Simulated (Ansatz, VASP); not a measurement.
**NaI: VASP beside Ansatz**

```
Na I
1.0
     2.32827   -6.14318    0.00000
     2.32827    6.14318    0.00000
     0.00000    0.00000    4.62508
Na I
2 2
Direct
  0.85400 0.14600 0.75000
  0.14600 0.85400 0.25000
  0.55000 0.45000 0.75000
  0.45000 0.55000 0.25000
```

Alike in both runs: task relaxation of cell and atoms; functional PBE; k mesh 4 × 4 × 4; occupations gaussian, width 0.1 eV; no spin polarisation.

|  | VASP | Ansatz |
| --- | --- | --- |
| version | VASP 6.6.1 | Ansatz 0.2.0 |
| potentials or method | VASP PAW PBE potentials, release 64 (Na_pv, I), cutoff 600 eV | scalar-relativistic, plane waves, PAW |
| valence electrons in the cell | 28 | 52 |

Ansatz gave:

| Quantity | Value |
| --- | --- |
| gap on the k mesh at the Fermi level, each at its own relaxed structure (eV) | 3.29 |
| relaxed volume (Å³/atom) | 37.02 |
| relaxed cell length with the largest relative difference (Å) | 7.569 |

What did VASP give for the same quantities?

gap on the k mesh at the Fermi level, each at its own relaxed structure (eV): 3.47; relaxed volume (Å³/atom): 38.80; relaxed cell length with the largest relative difference (Å): 7.946.

VASP's potentials hold 28 valence electrons a cell and Ansatz's 52, so a difference there can come from the potentials and not from the codes.

Spin-orbit coupling is off throughout. Noted on VASP's run: the volume moved by over 15 % at a fixed basis, so the end points are rough.
